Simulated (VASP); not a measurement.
# SiC (P6_3mc) in VASP: notebook, part 2 of 2

VASP 6.6.1. Earlier steps stand in the parts before.

**4. Single point, r2SCAN (biaxial strain in the a-b plane: -2.0 %)**

Contents of POSCAR:

```
SiC
1.0
    3.0137916203      0.0000000000      0.0000000000
   -1.5068958101      2.6100201049      0.0000000000
    0.0000000000      0.0000000000      5.1089210872
Si C
2 2
Direct
    0.3333333333      0.6666666667      0.4996013826
    0.6666666667      0.3333333333      0.9996013826
    0.3333333333      0.6666666667      0.8753986174
    0.6666666667      0.3333333333      0.3753986174
```

Contents of INCAR.step1:

```
SYSTEM = SiC
PREC = Accurate
ENCUT = 520
ISMEAR = 0
SIGMA = 0.02
LREAL = .FALSE.
LASPH = .TRUE.
NELM = 60
NBANDS = 16
GGA = PE
ALGO = Normal
EDIFF = 1E-4
LWAVE = .TRUE.
LCHARG = .FALSE.
```

Contents of INCAR.step2:

```
SYSTEM = SiC
PREC = Accurate
ENCUT = 520
EDIFF = 1E-6
ISMEAR = 0
SIGMA = 0.02
LREAL = .FALSE.
LASPH = .TRUE.
NELM = 60
ALGO = Normal
ISIF = 2
LWAVE = .FALSE.
LCHARG = .FALSE.
METAGGA = R2SCAN
LMIXTAU = .TRUE.
NBANDS = 16
ISTART = 1
```

Contents of KPOINTS:

```
Automatic mesh
0
G
  12 12 6
  0 0 0
```

Potentials or basis: VASP PAW PBE potentials, release 64 (Si, C).

Run with:

```console
$ cat potpaw_PBE.64/Si/POTCAR potpaw_PBE.64/C/POTCAR > POTCAR
$ cp INCAR.step1 INCAR
$ mpirun -np 1 vasp_std > vasp.out
$ cp INCAR.step2 INCAR
$ mpirun -np 1 vasp_std > vasp.out
```

OUTCAR:

```text
SYSTEM = SiC
   PREC = Accurate
   ENCUT = 520
   EDIFF = 1E-6
   ISMEAR = 0
   LREAL = .FALSE.
   LASPH = .TRUE.
   NELM = 60
   ISIF = 2
   METAGGA = R2SCAN
   ISTART = 1

 ion  position               nearest neighbor table
   1  0.333  0.667  0.500-   4 1.85   4 1.85   4 1.85   3 1.92   2 3.09   2 3.09   2 3.09   2 3.09
                             2 3.09   2 3.09
   2  0.667  0.333  1.000-   3 1.85   3 1.85   3 1.85   4 1.92   1 3.09   1 3.09   1 3.09   1 3.09
                             1 3.09   1 3.09
   3  0.333  0.667  0.875-   2 1.85   2 1.85   2 1.85   1 1.92
   4  0.667  0.333  0.375-   1 1.85   1 1.85   1 1.85   2 1.92

  LATTYP: Found a hexagonal cell.
 ALAT       =     3.0137916203
 C/A-ratio  =     1.6951806000

  Lattice vectors:

 A1 = (   3.0137916203,   0.0000000000,   0.0000000000)
 A2 = (  -1.5068958101,   2.6100201049,   0.0000000000)
 A3 = (   0.0000000000,   0.0000000000,   5.1089210872)

Analysis of symmetry for initial positions (statically):
=====================================================================
 Subroutine PRICEL returns:
 Original cell was already a primitive cell.

 Routine SETGRP: Setting up the symmetry group for a
 hexagonal supercell.

 Subroutine GETGRP returns: Found 12 space group operations
 (whereof  6 operations were pure point group operations)
 out of a pool of 24 trial point group operations.

The static configuration has the point symmetry C_3v.
 The point group associated with its full space group is C_6v.

Analysis of symmetry for dynamics (positions and initial velocities):
=====================================================================
 Subroutine PRICEL returns:
 Original cell was already a primitive cell.

 Routine SETGRP: Setting up the symmetry group for a
 hexagonal supercell.

 Subroutine GETGRP returns: Found 12 space group operations
 (whereof  6 operations were pure point group operations)
 out of a pool of 24 trial point group operations.

The dynamic configuration has the point symmetry C_3v.
 The point group associated with its full space group is C_6v.

 Subroutine INISYM returns: Found 12 space group operations
 (whereof  6 operations are pure point group operations),
 and found     1 'primitive' translations

----------------------------------------------------------------------------------------

                                     Primitive cell

  volume of cell :      40.1871

  direct lattice vectors                    reciprocal lattice vectors
     3.013791620  0.000000000  0.000000000     0.331807944  0.191569406  0.000000000
    -1.506895810  2.610020105  0.000000000     0.000000000  0.383138811  0.000000000
     0.000000000  0.000000000  5.108921087     0.000000000  0.000000000  0.195736043

  length of vectors
     3.013791620  3.013791620  5.108921087     0.383138811  0.383138811  0.195736043

  position of ions in fractional coordinates (direct lattice)
     0.333333333  0.666666667  0.499601383
     0.666666667  0.333333333  0.999601383
     0.333333333  0.666666667  0.875398617
     0.666666667  0.333333333  0.375398617

  ion indices of the primitive-cell ions
   primitive index   ion index
                 1           1
                 2           2
                 3           3
                 4           4

[... 25 lines left out ...]

 Following reciprocal coordinates:
            Coordinates               Weight
  0.000000  0.000000  0.000000      1.000000
  0.083333 -0.000000  0.000000      6.000000
  0.166667  0.000000  0.000000      6.000000
  0.250000 -0.000000  0.000000      6.000000
  0.333333  0.000000  0.000000      6.000000
  0.416667 -0.000000  0.000000      6.000000
[... 16 lines left out ...]
  0.250000 -0.000000  0.166667     12.000000
  0.333333  0.000000  0.166667     12.000000
 [... further k-points ...]
   k-points           NKPTS =     76   k-points in BZ     NKDIM =     76   number of bands    NBANDS=     16
   number of dos      NEDOS =    301   number of ions     NIONS =      4
   total plane-waves  NPLWV =  23040
   dimension x,y,z NGX =    24 NGY =   24 NGZ =   40
   dimension x,y,z NGXF=    48 NGYF=   48 NGZF=   80
   ions per type =               2   2
   NGX,Y,Z   is equivalent  to a cutoff of  13.24, 13.24, 13.02 a.u.
   NGXF,Y,Z  is equivalent  to a cutoff of  26.48, 26.48, 26.03 a.u.
 SYSTEM =  SiC
   PREC   = accura    normal or accurate (medium, high low for compatibility)
   ISTART =      1    job   : 0-new  1-cont  2-samecut
   ICHARG =      0    charge: 1-file 2-atom 10-const
   ISPIN  =      1    spin polarized calculation?
   LNONCOLLINEAR =      F non collinear calculations
   LSORBIT =      F    spin-orbit coupling
   LASPH  =      T    aspherical Exc in radial PAW
   ENCUT  =  520.0 eV  38.22 Ry    6.18 a.u.   5.60  5.60  9.50*2*pi/ulx,y,z
   NELM   =     60;   NELMIN=  2; NELMDL=  0     # of ELM steps
   EDIFF  = 0.1E-05   stopping-criterion for ELM
   LREAL  =      F    real-space projection
   EDIFFG = 0.1E-04   stopping-criterion for IOM
   NSW    =      0    number of steps for IOM
   IBRION =     -1    ionic relax: 0-MD 1-quasi-New 2-CG
   NFREE  =      0    steps in history (QN), initial steepest desc. (CG)
   ISIF   =      2    stress and relaxation
   ISYM   =      2    0-nonsym 1-usesym 2-fastsym
   POTIM  = 0.5000    time-step for ionic-motion
   TEBEG  =    0.0;   TEEND  =   0.0 temperature during run
   PSTRESS=    0.0 pullay stress
   NELECT =      16.0000    total number of electrons
   NUPDOWN=      -1.0000    fix difference up-down
   EMIN   =  10.00;   EMAX   =-10.00  energy-range for DOS
   EFERMI =   0.00;   METHOD = LEGACY
   ISMEAR =     0;   SIGMA  =   0.02  broadening in eV -4-tet -1-fermi 0-gaus
   EFERMI_NEDOS =   21; number of points for ismear=-14 and -15
   IALGO  =     38    algorithm
   IMIX   =      4    mixing-type and parameters
     AMIX     =   0.40;   BMIX     =  1.00
     AMIX_MAG =   1.60;   BMIX_MAG =  1.00
  volume/ion in A,a.u.               =      10.05        67.80
  Fermi-wavevector in a.u.,A,eV,Ry     =   1.204350  2.275892 19.734693  1.450459
  Thomas-Fermi vector in A             =   2.340078
   LORBIT       =      0    0 simple, 1 ext, 2 COOP (PROOUT), +10 PAW based schemes
   METAGGA = R2SCAN    functional components
   LHFCALC =     F    Hartree Fock is set to
   AEXX    =    0.0000 exact exchange contribution
   IVDW    =     0    specifies the selected vdW correction
   LEPSILON=     F    determine dielectric tensor
   LRPA    =     F    only Hartree local field effects (RPA)
 non-spin polarized calculation
 Gauss-broadening in eV      SIGMA  =   0.02
  energy-cutoff  :      520.00
  volume of cell :       40.19
 maximum number of plane-waves:      1105
 NGX is ok and might be reduce to    24
   NGX = 11   NGY = 11   NGZ = 19

 number of electron      15.9999998 magnetization

 Free energy of the ion-electron system (eV)
  ---------------------------------------------------
  ext. energy  EPLUGINS =         0.00000000
  ---------------------------------------------------
  free energy    TOTEN  =       -38.56023506 eV

  energy without entropy =      -38.56023506  energy(sigma->0) =      -38.56023506

 E-fermi :   8.6557     XC(G=0): -12.0590

 val. band max:        8.5168950494   @ k =   0.0000   0.0000   0.0000
 cond. band min:      10.9986722077   @ k =   0.3333   0.3333   0.0000
 fundamental gap:      2.4817771584
 Fermi energy:         8.6557203842

 k-point     1 :       0.0000    0.0000    0.0000
  band No.  band energies     occupation
      1      -8.1204      2.00000
      2      -4.6542      2.00000
      3      -0.7385      2.00000
      4       7.2825      2.00000
      5       7.2825      2.00000
      6       8.2037      2.00000
[... 433 lines left out ...]
      3       0.8651      2.00000
      4       2.4736      2.00000
      5       3.3806      2.00000
      6       5.6125      2.00000
[... 8 lines left out ...]
     15      20.8033      0.00000
     16      21.8056      0.00000

 [... further k-points ...]
[... 5 lines left out ...]
  --------------------------------------------------------------------------------------
  -------------------------------------------------------------------------------------
  Total        3.4532101      3.4532101     -1.5449328      0.0000000      0.0000000      0.0000000
  in kB      137.6725388    137.6725388    -61.5933605      0.0000000      0.0000000      0.0000000
  external PRESSURE =      71.2505723 kB  Pullay stress =       0.0000000 kB

 VOLUME and BASIS-vectors are now :
 -----------------------------------------------------------------------------
  energy-cutoff  :      520.00
  volume of cell :       40.19
      direct lattice vectors                 reciprocal lattice vectors
     3.013791620  0.000000000  0.000000000     0.331807944  0.191569406  0.000000000
    -1.506895810  2.610020105  0.000000000     0.000000000  0.383138811  0.000000000
     0.000000000  0.000000000  5.108921087     0.000000000  0.000000000  0.195736043

 POSITION                                       TOTAL-FORCE (eV/Angst)
 -----------------------------------------------------------------------------------
     -0.00000      1.74001      2.55242         0.000000     -0.000000      0.295800
      1.50690      0.87001      5.10688        -0.000000      0.000000      0.295800
     -0.00000      1.74001      4.47234         0.000000     -0.000000     -0.295800
      1.50690      0.87001      1.91788        -0.000000     -0.000000     -0.295800
 -----------------------------------------------------------------------------------
    total drift:                                0.000000      0.000000      0.000961

  FREE ENERGIE OF THE ION-ELECTRON SYSTEM (eV)
  ---------------------------------------------------
  free  energy   TOTEN  =       -38.5602350611 eV

  energy  without entropy=      -38.5602350611  energy(sigma->0) =      -38.56023506
```

It took 2.5 min on 1 thread of Intel Xeon Platinum 8375C at 2.90GHz (Ice Lake), shared host; peak memory 0.18 GiB.

What came out:

* Free energy: -38.5602 eV
* Pressure: 7.1 GPa
* Largest force: 0.296 eV/Å
* Band gap on the k mesh: 2.48 eV, indirect (least direct gap 4.86 eV)

Forces in eV/Å, atoms in the order of the input:
```
Si   0.000  0.000  0.296
Si   0.000  0.000  0.296
C    0.000  0.000 -0.296
C    0.000  0.000 -0.296
```

Stress tensor (GPa, compression positive):
```
13.77  0.00  0.00
 0.00 13.77  0.00
 0.00  0.00 -6.16
```

Levels at points of the mesh, in eV from the valence-band top:
```tsv
k point	band 5	band 6	band 7	band 8	band 9	band 10	band 11	band 12
(0.00, 0.00, 0.00)	-1.23	-0.31	0.00	0.00	6.14	6.30	7.62	7.62
(0.50, 0.00, 0.00)	-5.71	-3.45	-3.41	-1.36	3.50	4.45	7.70	7.88
(0.00, 0.00, 0.50)	-0.66	-0.66	-0.66	-0.66	7.11	7.11	8.27	8.27
(0.50, 0.00, 0.50)	-2.65	-2.65	-2.55	-2.55	3.62	3.62	5.79	5.79
```

Caveat: the cell differs from its parent crystal (biaxial strain in the a-b plane: -2.0 %); the PAW data sets were made with another functional, which shifts forces and pressure a little. A k mesh can miss the band edges.

**5. Single point, r2SCAN**

This run uses another cell than the first one, of 10.34 Å³/atom, 1.060 times its volume.

Contents of POSCAR:

```
SiC
1.0
    3.0752975717      0.0000000000      0.0000000000
   -1.5376487859      2.6632858213      0.0000000000
    0.0000000000      0.0000000000      5.0483409953
Si C
2 2
Direct
    0.3333333333      0.6666666667      0.4996013826
    0.6666666667      0.3333333333      0.9996013826
    0.3333333333      0.6666666667      0.8753986174
    0.6666666667      0.3333333333      0.3753986174
```

Contents of INCAR.step1:

```
ALGO = Normal
EDIFF = 1E-4
ENCUT = 520
GGA = PE
ISMEAR = 0
LASPH = T
LCHARG = F
LREAL = F
LWAVE = T
NBANDS = 16
NELM = 100
PREC = Accurate
SIGMA = 0.02
```

Contents of INCAR.step2:

```
ALGO = Normal
EDIFF = 1E-6
ENCUT = 520
ISIF = 2
ISMEAR = 0
ISTART = 1
LASPH = T
LCHARG = F
LMIXTAU = T
LREAL = F
LWAVE = F
METAGGA = R2SCAN
NBANDS = 16
NELM = 100
PREC = Accurate
SIGMA = 0.02
```

Contents of KPOINTS:

```
k-points
0
Gamma
  12 12 6
```

Run with:

```console
$ cat potpaw_PBE.64/Si/POTCAR potpaw_PBE.64/C/POTCAR > POTCAR
$ cp INCAR.step1 INCAR
$ mpirun -np 1 vasp_std > vasp.out
$ cp INCAR.step2 INCAR
$ mpirun -np 1 vasp_std > vasp.out
```

It took 2.7 min on 1 thread of Intel Xeon Platinum 8375C at 2.90GHz (Ice Lake), shared host; peak memory 0.18 GiB.

Results (log left out):

```
Free energy            : -38.6379 eV
Pressure               : -0.2 GPa
Band gap on the k mesh : 2.66 eV, indirect (least direct gap 4.48 eV)
```

Levels at points of the mesh, in eV from the valence-band top:
| k point | band 4 | band 5 | band 6 | band 7 | band 8 | band 9 | band 10 | band 11 | band 12 | band 13 |
| --- | --- | --- | --- | --- | --- | --- | --- | --- | --- | --- |
| (0.00, 0.00, 0.00) | -1.39 | -1.39 | -0.11 | 0.00 | 0.00 | 5.38 | 6.77 | 7.19 | 7.19 | 8.33 |
| (0.50, 0.00, 0.00) | -6.55 | -5.62 | -3.48 | -3.36 | -1.26 | 3.23 | 4.66 | 7.47 | 7.65 | 10.76 |
| (0.00, 0.00, 0.50) | -4.63 | -0.75 | -0.75 | -0.75 | -0.75 | 6.50 | 6.50 | 7.89 | 7.89 | 7.89 |
| (0.50, 0.00, 0.50) | -8.54 | -2.56 | -2.56 | -2.44 | -2.44 | 3.72 | 3.72 | 5.79 | 5.79 | 11.10 |

Caveat: the PAW data sets were made with another functional, which shifts forces and pressure a little.

**6. Overview**

| cell | gap on the mesh (eV) | pressure (GPa) | largest force (eV/Å) |
| --- | --- | --- | --- |
| a = 2.952, b = 2.952, c = 5.170 Å, angles 90.0, 90.0, 120.0°, 4 atoms | 2.17 | 15.8 | 0.39 |
| a = 3.014, b = 3.014, c = 5.066 Å, angles 90.0, 90.0, 120.0°, 4 atoms | 2.40 | 8.9 | - |
| a = 3.014, b = 3.014, c = 5.109 Å, angles 90.0, 90.0, 120.0°, 4 atoms | 2.48 | 7.1 | 0.30 |
| a = 3.075, b = 3.075, c = 5.048 Å, angles 90.0, 90.0, 120.0°, 4 atoms | 2.66 | -0.2 | - |

Alike in all rows: task single point; level r2SCAN; potentials or basis VASP PAW PBE potentials, release 64 (Si, C); no spin polarisation; k mesh 12 × 12 × 6; cutoff (eV) 520; smearing gaussian 0.02 eV.

Caveats: the PAW data sets were made with another functional, which shifts forces and pressure a little.

Absolute energies hang on the potentials; compare differences alone.
